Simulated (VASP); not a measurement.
Input of a VASP 6.6.1 run:

The input INCAR:

```
PREC = Accurate ; ENCUT = 520
EDIFF = 1E-6 ; ISMEAR = 0
SIGMA = 0.15 ; LREAL = False
LASPH = True ; NELM = 60
ALGO = Normal ; ISIF = 2
LWAVE = False ; LCHARG = False
GGA = PE ; NBANDS = 13
```

Contents of KPOINTS:

```
regular mesh
0
Gamma
  20 20 20
```

File POSCAR:

```
Mo
1.0
    0.0000000000      1.8538000000      1.8538000000
    1.8538000000      0.0000000000      1.8538000000
    1.8538000000      1.8538000000      0.0000000000
Mo
1
Direct
    0.0000000000      0.0000000000      0.0000000000
```

Potentials or basis: VASP PAW PBE potentials, release 64 (Mo_sv).

Command:

```bash
$ cat potpaw_PBE.64/Mo_sv/POTCAR > POTCAR
$ mpirun -np 1 vasp_std > vasp.out
```

Predict the pressure.

87.4 GPa.

Estimate the band gap on the k mesh.

zero (band 7 reaches 21.08 eV, above the bottom of band 8 at 14.52 eV).

Caveat: the cell differs from its parent crystal (strain -0.080 along x and y, -0.080 along z).
